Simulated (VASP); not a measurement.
# Ti (Im-3m) in VASP: notebook

Ti is run at these levels: LDA; tasks: single point.

All numbers are computed with VASP 6.6.1; they aren't measurements. Logs are shortened: lines on timing, memory, paths and dates and some standing lists are left out, and cuts for length are marked.

**1. The cell of the first run**

Symmetry: Im-3m, No. 229, cubic system. Conventional cell: a = 3.282 Å, b = 3.282 Å, c = 3.282 Å, α = 90.00°, β = 90.00°, γ = 90.00°. Ti (site symmetry m-3m) has 14 Ti at 2.84 to 3.28 Å within 3.7 Å.

**2. Single point, LDA**

INCAR

```
SYSTEM = Ti
PREC = Accurate
ENCUT = 520
EDIFF = 1E-7
ISMEAR = 1
SIGMA = 0.1
LREAL = .False.
LASPH = .True.
NELM = 60
ALGO = Normal
ISIF = 2
LWAVE = .False.
LCHARG = .False.
NBANDS = 12
```

KPOINTS

```
regular mesh
0
Gamma
  13 13 13
  0 0 0
```

POSCAR

```
Ti
1.0
   -1.6410000000      1.6410000000      1.6410000000
    1.6410000000     -1.6410000000      1.6410000000
    1.6410000000      1.6410000000     -1.6410000000
Ti
1
Direct
    0.0000000000      0.0000000000      0.0000000000
```

Potentials or basis: VASP PAW LDA potentials, release 64 (Ti_sv).

On the command line:

```bash
cat potpaw_LDA.64/Ti_sv/POTCAR > POTCAR
mpirun -np 1 vasp_std > vasp.out
```

OUTCAR:

```text
SYSTEM = Ti
   PREC = Accurate
   ENCUT = 520
   EDIFF = 1E-7
   ISMEAR = 1
   LREAL = .False.
   LASPH = .True.
   NELM = 60
   ISIF = 2

 ion  position               nearest neighbor table
   1  0.000  0.000  0.000-

  LATTYP: Found a body centered cubic cell.
 ALAT       =     3.2820000000

  Lattice vectors:

 A1 = (  -1.6410000000,   1.6410000000,   1.6410000000)
 A2 = (   1.6410000000,  -1.6410000000,   1.6410000000)
 A3 = (   1.6410000000,   1.6410000000,  -1.6410000000)

Analysis of symmetry for initial positions (statically):
=====================================================================
 Subroutine PRICEL returns:
 Original cell was already a primitive cell.

 Routine SETGRP: Setting up the symmetry group for a
 body centered cubic supercell.

 Subroutine GETGRP returns: Found 48 space group operations
 (whereof 48 operations were pure point group operations)
 out of a pool of 48 trial point group operations.

The static configuration has the point symmetry O_h .

Analysis of symmetry for dynamics (positions and initial velocities):
=====================================================================
 Subroutine PRICEL returns:
 Original cell was already a primitive cell.

 Routine SETGRP: Setting up the symmetry group for a
 body centered cubic supercell.

 Subroutine GETGRP returns: Found 48 space group operations
 (whereof 48 operations were pure point group operations)
 out of a pool of 48 trial point group operations.

The dynamic configuration has the point symmetry O_h .

 Subroutine INISYM returns: Found 48 space group operations
 (whereof 48 operations are pure point group operations),
 and found     1 'primitive' translations

----------------------------------------------------------------------------------------

                                     Primitive cell

  volume of cell :      17.6761

  direct lattice vectors                    reciprocal lattice vectors
    -1.641000000  1.641000000  1.641000000     0.000000000  0.304692261  0.304692261
     1.641000000 -1.641000000  1.641000000     0.304692261  0.000000000  0.304692261
     1.641000000  1.641000000 -1.641000000     0.304692261  0.304692261  0.000000000

  length of vectors
     2.842295375  2.842295375  2.842295375     0.430899928  0.430899928  0.430899928

  position of ions in fractional coordinates (direct lattice)
     0.000000000  0.000000000  0.000000000

  ion indices of the primitive-cell ions
   primitive index   ion index
                 1           1

----------------------------------------------------------------------------------------

 KPOINTS: regular mesh

Automatic generation of k-mesh.
 Grid dimensions read from file:
 generate k-points for:   13   13   13

 Generating k-lattice:

  Cartesian coordinates                     Fractional coordinates (reciprocal lattice)
     0.000000000  0.023437866  0.023437866     0.076923077  0.000000000  0.000000000
     0.023437866  0.000000000  0.023437866     0.000000000  0.076923077  0.000000000
     0.023437866  0.023437866  0.000000000     0.000000000  0.000000000  0.076923077

  Length of vectors
     0.033146148  0.033146148  0.033146148

  Shift w.r.t. Gamma in fractional coordinates (k-lattice)
     0.000000000  0.000000000  0.000000000

 Subroutine IBZKPT returns following result:
 ===========================================

 Found     84 irreducible k-points:

 Following reciprocal coordinates:
            Coordinates               Weight
  0.000000  0.000000  0.000000      1.000000
  0.076923  0.000000  0.000000     12.000000
  0.153846  0.000000  0.000000     12.000000
  0.230769  0.000000  0.000000     12.000000
  0.307692  0.000000  0.000000     12.000000
  0.384615  0.000000  0.000000     12.000000
[... 16 lines left out ...]
  0.153846  0.076923  0.076923     24.000000
  0.230769  0.076923  0.076923     24.000000
 [... further k-points ...]
   k-points           NKPTS =     84   k-points in BZ     NKDIM =     84   number of bands    NBANDS=     12
   number of dos      NEDOS =    301   number of ions     NIONS =      1
   total plane-waves  NPLWV =  13824
   dimension x,y,z NGX =    24 NGY =   24 NGZ =   24
   dimension x,y,z NGXF=    48 NGYF=   48 NGZF=   48
   ions per type =               1
   NGX,Y,Z   is equivalent  to a cutoff of  14.04, 14.04, 14.04 a.u.
   NGXF,Y,Z  is equivalent  to a cutoff of  28.08, 28.08, 28.08 a.u.
 SYSTEM =  Ti
   PREC   = accura    normal or accurate (medium, high low for compatibility)
   ISTART =      0    job   : 0-new  1-cont  2-samecut
   ICHARG =      2    charge: 1-file 2-atom 10-const
   ISPIN  =      1    spin polarized calculation?
   LNONCOLLINEAR =      F non collinear calculations
   LSORBIT =      F    spin-orbit coupling
   LASPH  =      T    aspherical Exc in radial PAW
   ENCUT  =  520.0 eV  38.22 Ry    6.18 a.u.   5.28  5.28  5.28*2*pi/ulx,y,z
   NELM   =     60;   NELMIN=  2; NELMDL= -5     # of ELM steps
   EDIFF  = 0.1E-06   stopping-criterion for ELM
   LREAL  =      F    real-space projection
   EDIFFG = 0.1E-05   stopping-criterion for IOM
   NSW    =      0    number of steps for IOM
   IBRION =     -1    ionic relax: 0-MD 1-quasi-New 2-CG
   NFREE  =      0    steps in history (QN), initial steepest desc. (CG)
   ISIF   =      2    stress and relaxation
   ISYM   =      2    0-nonsym 1-usesym 2-fastsym
   POTIM  = 0.5000    time-step for ionic-motion
   TEBEG  =    0.0;   TEEND  =   0.0 temperature during run
   PSTRESS=    0.0 pullay stress
   NELECT =      12.0000    total number of electrons
   NUPDOWN=      -1.0000    fix difference up-down
   EMIN   =  10.00;   EMAX   =-10.00  energy-range for DOS
   EFERMI =   0.00;   METHOD = LEGACY
   ISMEAR =     1;   SIGMA  =   0.10  broadening in eV -4-tet -1-fermi 0-gaus
   EFERMI_NEDOS =   21; number of points for ismear=-14 and -15
   IALGO  =     38    algorithm
   IMIX   =      4    mixing-type and parameters
     AMIX     =   0.40;   BMIX     =  1.00
     AMIX_MAG =   1.60;   BMIX_MAG =  1.00
  volume/ion in A,a.u.               =      17.68       119.28
  Fermi-wavevector in a.u.,A,eV,Ry     =   1.438821  2.718977 28.166848  2.070205
  Thomas-Fermi vector in A             =   2.557745
   LORBIT       =      0    0 simple, 1 ext, 2 COOP (PROOUT), +10 PAW based schemes
   GGA     = CA    functional components
   LHFCALC =     F    Hartree Fock is set to
   AEXX    =    0.0000 exact exchange contribution
   IVDW    =     0    specifies the selected vdW correction
   LEPSILON=     F    determine dielectric tensor
   LRPA    =     F    only Hartree local field effects (RPA)
 non-spin polarized calculation
 Methfessel and Paxton  Order N= 1 SIGMA  =   0.10
  energy-cutoff  :      520.00
  volume of cell :       17.68
 maximum number of plane-waves:       486
 NGX is ok and might be reduce to    24
   NGX = 11   NGY = 11   NGZ = 11

 number of electron      12.0000001 magnetization

 Free energy of the ion-electron system (eV)
  ---------------------------------------------------
  ext. energy  EPLUGINS =         0.00000000
  ---------------------------------------------------
  free energy    TOTEN  =        -8.39365211 eV

  energy without entropy =       -8.39436594  energy(sigma->0) =       -8.39389005

 E-fermi :   7.6519     XC(G=0): -11.6968

 val. band max:        7.6497453057   @ k =   0.2308   0.0769   0.0769
 cond. band min:       7.6534150754   @ k =   0.2308   0.2308   0.0000
 fundamental gap:      0.0036697697
 Fermi energy:         7.6518691157

 k-point     1 :       0.0000    0.0000    0.0000
  band No.  band energies     occupation
      1     -48.2035      2.00000
      2     -24.4499      2.00000
      3     -24.4499      2.00000
      4     -24.4499      2.00000
      5       1.8283      2.00000
      6       8.5944     -0.00000
      7       8.5944     -0.00000
      8       8.5944     -0.00000
      9      10.3311      0.00000
     10      10.3311      0.00000
     11      25.0361      0.00000
     12      25.0361      0.00000

 k-point     2 :       0.0769    0.0000    0.0000
  band No.  band energies     occupation
      1     -48.1962      2.00000
      2     -24.4890      2.00000
      3     -24.4620      2.00000
      4     -24.4501      2.00000
      5       2.0274      2.00000
      6       8.5055     -0.00000
      7       8.5692     -0.00000
      8       8.7390     -0.00000
      9      10.2304      0.00000
     10      10.3367      0.00000
     11      24.7097      0.00000
     12      25.0037      0.00000

 k-point     3 :       0.1538    0.0000    0.0000
  band No.  band energies     occupation
      1     -48.1758      2.00000
      2     -24.5965      2.00000
      3     -24.4954      2.00000
      4     -24.4507      2.00000
      5       2.5976      2.00000
      6       8.2682     -0.00000
      7       8.4393     -0.00000
      8       9.1567     -0.00000
      9      10.0577      0.00000
     10      10.3596      0.00000
     11      23.6341      0.00000
     12      24.6211      0.00000

 k-point     4 :       0.2308    0.0000    0.0000
  band No.  band energies     occupation
      1     -48.1469      2.00000
      2     -24.7455      2.00000
      3     -24.5422      2.00000
      4     -24.4516      2.00000
      5       3.4464      2.00000
      6       7.9537     -0.00017
      7       8.1693     -0.00000
      8       9.7969      0.00000
      9      10.0266      0.00000
     10      10.4111      0.00000
     11      21.8324      0.00000
     12      23.6513      0.00000

 k-point     5 :       0.3077    0.0000    0.0000
  band No.  band energies     occupation
      1     -48.1161      2.00000
      2     -24.9007      2.00000
      3     -24.5914      2.00000
      4     -24.4526      2.00000
      5       4.3692      2.00000
      6       7.6420      1.16587
      7       7.9811     -0.00003
      8      10.1394      0.00000
      9      10.4923      0.00000
     10      10.5632      0.00000
     11      19.7067      0.00000
     12      22.5152      0.00000

 k-point     6 :       0.3846    0.0000    0.0000
  band No.  band energies     occupation
      1     -48.0904      2.00000
      2     -25.0271      2.00000
      3     -24.6319      2.00000
      4     -24.4534      2.00000
      5       5.0154      2.00000
      6       7.3985      2.00199
      7       8.2203     -0.00000
      8      10.2684      0.00000
      9      10.5830      0.00000
     10      11.2949      0.00000
     11      17.7320      0.00000
     12      21.5993      0.00000

 k-point     7 :       0.4615    0.0000    0.0000
  band No.  band energies     occupation
      1     -48.0758      2.00000
      2     -25.0977      2.00000
      3     -24.6547      2.00000
      4     -24.4539      2.00000
      5       5.2379      2.00000
      6       7.2662      2.00000
      7       8.7480     -0.00000
      8      10.3119      0.00000
      9      10.6448      0.00000
     10      11.7634      0.00000
     11      16.4386      0.00000
     12      21.0970      0.00000

 k-point     8 :       0.0769    0.0769    0.0000
  band No.  band energies     occupation
      1     -48.1823      2.00000
      2     -24.5629      2.00000
      3     -24.4751      2.00000
      4     -24.4596      2.00000
      5       2.4128      2.00000
      6       8.3812     -0.00000
      7       8.4372     -0.00000
      8       9.0393     -0.00000
      9      10.0702      0.00000
     10      10.3716      0.00000
     11      24.0989      0.00000
     12      24.7249      0.00000
[... 166 lines left out ...]
 k-point    20 :       0.3846    0.2308    0.0000
  band No.  band energies     occupation
      1     -48.0617      2.00000
      2     -25.0000      2.00000
      3     -24.7831      2.00000
      4     -24.5224      2.00000
      5       6.2266      2.00000
      6       7.2093      2.00000
      7       7.5999      1.76095
      8      10.3092      0.00000
      9      10.7624      0.00000
     10      13.8488      0.00000
     11      16.0829      0.00000
     12      18.1258      0.00000

 k-point    21 :       0.3077    0.3077    0.0000
  band No.  band energies     occupation
      1     -48.0591      2.00000
      2     -24.9481      2.00000
      3     -24.8461      2.00000
      4     -24.5299      2.00000
      5       6.6049      2.00000
      6       7.0662      2.00000
      7       7.3635      2.00035
      8      10.4233      0.00000
      9      10.6522      0.00000
     10      14.5470      0.00000
     11      16.3450      0.00000
     12      16.8246      0.00000

 k-point    22 :       0.0769    0.0769    0.0769
  band No.  band energies     occupation
      1     -48.1639      2.00000
      2     -24.6701      2.00000
      3     -24.4776      2.00000
      4     -24.4776      2.00000
      5       2.9600      2.00000
      6       8.1428     -0.00000
      7       8.1428     -0.00000
      8       9.5796     -0.00000
      9      10.2200      0.00000
     10      10.2200      0.00000
     11      23.5165      0.00000
     12      23.5165      0.00000

 k-point    23 :       0.1538    0.0769    0.0769
  band No.  band energies     occupation
      1     -48.1377      2.00000
      2     -24.7954      2.00000
      3     -24.5271      2.00000
      4     -24.4811      2.00000
      5       3.7872      2.00000
      6       7.8079     -0.04982
      7       7.8550     -0.01444
      8      10.1541      0.00000
      9      10.2962      0.00000
     10      10.3697      0.00000
     11      21.8612      0.00000
     12      22.6419      0.00000

 k-point    24 :       0.2308    0.0769    0.0769
  band No.  band energies     occupation
      1     -48.1099      2.00000
      2     -24.9159      2.00000
      3     -24.5899      2.00000
      4     -24.4849      2.00000
      5       4.7114      2.00000
      6       7.5094      2.06170
      7       7.6497      1.03594
      8      10.2179      0.00000
      9      10.4981      0.00000
     10      11.1193      0.00000
     11      19.7860      0.00000
     12      21.7128      0.00000

 [... further k-points ...]
[... 5 lines left out ...]
  --------------------------------------------------------------------------------------
  -------------------------------------------------------------------------------------
  Total       -1.2112212     -1.2112212     -1.2112212      0.0000000      0.0000000      0.0000000
  in kB     -109.7863449   -109.7863449   -109.7863449      0.0000000      0.0000000      0.0000000
  external PRESSURE =    -109.7863449 kB  Pullay stress =       0.0000000 kB

 VOLUME and BASIS-vectors are now :
 -----------------------------------------------------------------------------
  energy-cutoff  :      520.00
  volume of cell :       17.68
      direct lattice vectors                 reciprocal lattice vectors
    -1.641000000  1.641000000  1.641000000     0.000000000  0.304692261  0.304692261
     1.641000000 -1.641000000  1.641000000     0.304692261  0.000000000  0.304692261
     1.641000000  1.641000000 -1.641000000     0.304692261  0.304692261  0.000000000

 POSITION                                       TOTAL-FORCE (eV/Angst)
 -----------------------------------------------------------------------------------
      0.00000      0.00000      0.00000         0.000000      0.000000     -0.000000
 -----------------------------------------------------------------------------------
    total drift:                                0.000000      0.000000      0.000000

  FREE ENERGIE OF THE ION-ELECTRON SYSTEM (eV)
  ---------------------------------------------------
  free  energy   TOTEN  =        -8.3936521069 eV

  energy  without entropy=       -8.3943659389  energy(sigma->0) =       -8.39389005
```

It took 6.2 s on 1 thread of Intel Xeon 6975P-C, shared host; peak memory 0.14 GiB.

Results:

| Property | Result |
| --- | --- |
| Free energy | -8.3937 eV |
| Pressure | -11.0 GPa |
| Band gap on the k mesh | zero (band 6 reaches 8.59 eV, above the bottom of band 7 at 7.12 eV) |

Levels at points of the mesh, in eV from the Fermi level:
```tsv
k point	band 3	band 4	band 5	band 6	band 7	band 8	band 9	band 10
(0.00, 0.00, 0.00)	-32.10	-32.10	-5.82	0.94	0.94	0.94	2.68	2.68
```

**3. Single point, LDA**

INCAR

```
SYSTEM = Ti
  PREC = Accurate
  ENCUT = 520
  EDIFF = 1E-7
  ISMEAR = 1
  SIGMA = 0.1
  LREAL = .FALSE.
  LASPH = .TRUE.
  NELM = 80
  ALGO = Normal
  ISIF = 2
  LWAVE = .FALSE.
  LCHARG = .FALSE.
  GGA = CA
  NBANDS = 12
```

KPOINTS

```
Automatic mesh
0
G
  13 13 13
  0 0 0
```

POSCAR is that of step 2.

Potentials or basis: VASP PAW LDA potentials, release 64 (Ti_sv).

On the command line:

```bash
cat potpaw_LDA.64/Ti_sv/POTCAR > POTCAR
mpirun -np 1 vasp_std > vasp.out
```

Run time: 6.2 s. Hardware: 1 thread of Intel Xeon 6975P-C, shared host; peak memory 0.14 GiB.

Results (log left out):

```yaml
Free_energy: -8.3937 eV
Pressure: -11.0 GPa
Band_gap_on_the_k_mesh: zero (band 6 reaches 8.59 eV, above the bottom of band 7 at 7.12 eV)
```

Levels at points of the mesh, in eV from the Fermi level:
```
           k point  band 2  band 3  band 4  band 5  band 6  band 7  band 8  band 9  band 10  band 11
(0.00, 0.00, 0.00)  -32.10  -32.10  -32.10   -5.82    0.94    0.94    0.94    2.68     2.68    17.38
```
